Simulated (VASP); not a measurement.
Input of a VASP 6.6.1 run:

Contents of INCAR:

```
PREC = Accurate ; ENCUT = 520
EDIFF = 1E-6 ; ISMEAR = -1
SIGMA = 0.05 ; LREAL = F
LASPH = T ; NELM = 60
ALGO = Normal ; ISIF = 2
LWAVE = F ; LCHARG = T
LELF = T ; LVHAR = T
NBANDS = 11
```

File KPOINTS:

```
regular mesh
0
Gamma
  11 11 11
```

File POSCAR:

```
C
1.0
    1.2280287114      0.7090027071      3.3470114498
   -1.2280287114      0.7090027071      3.3470114498
    0.0000000000     -1.4180054142      3.3470114498
C
2
Direct
    0.9804083013      0.8593117840      0.8593116137
    0.1862588367      0.1406882409      0.1406880123
```

Potentials or basis: VASP PAW LDA potentials, release 64 (C).

Command:

```sh
$ cat potpaw_LDA.64/C/POTCAR > POTCAR
$ mpirun -np 1 vasp_std > vasp.out
```

(1) Predict the pressure.

(2) Predict the largest force.

Answers

(1) -34.2 GPa.

(2) 8.118 eV/Å.

Caveat: forces of over 1 eV/Å act on the atoms, so gaps and moduli don't describe the material at rest.
